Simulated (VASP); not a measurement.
Set up this calculation in VASP 6.6.1, as the native input.

```yaml
Task: single point
Functional: LDA
Potentials_or_basis: VASP PAW LDA potentials, release 64 (Ga_d, P)
Cutoff: 520 eV
k_mesh: 13 × 13 × 13
Occupations: fermi-dirac, width 0.1 eV
Spin: no spin polarisation
Dipole_correction: no
Further_INCAR_settings: ALGO = Normal; EDIFF = 1e-06; NBANDS = 16
```

The structure of GaP (zincblende type) lies in POSCAR:

```
GaP
1.0
    0.0000000000      2.5831009559      2.5831009559
    2.5831009559      0.0000000000      2.5831009559
    2.5831009559      2.5831009559      0.0000000000
Ga P
1 1
Direct
    0.0000000000      0.0000000000      0.0000000000
    0.2500000000      0.2500000000      0.2500000000
```

This cell differs from its parent crystal: volume scaled by 0.88.

These files were run (other wordings do the same):

INCAR

```
SYSTEM = GaP
PREC = Accurate
ENCUT = 520
EDIFF = 1E-6
ISMEAR = -1
SIGMA = 0.1
LREAL = .FALSE.
LASPH = .TRUE.
NELM = 100
ALGO = Normal
ISIF = 2
LWAVE = .FALSE.
LCHARG = .FALSE.
NBANDS = 16
```

KPOINTS

```
Automatic mesh
0
G
  13 13 13
  0 0 0
```

Potentials or basis: VASP PAW LDA potentials, release 64 (Ga_d, P).

Launch:

```sh
$ cat potpaw_LDA.64/Ga_d/POTCAR potpaw_LDA.64/P/POTCAR > POTCAR
$ mpirun -np 1 vasp_std > vasp.out
```

It gave:

```json
{
  "Pressure": "15.4 GPa",
  "Band gap on the k mesh": "1.12 eV, indirect (least direct gap 3.01 eV)"
}
```

It took 22 s on 1 thread of Intel(R) Xeon(R) Platinum 8488C (Sapphire Rapids), on a shared host, peak memory 0.17 GiB.
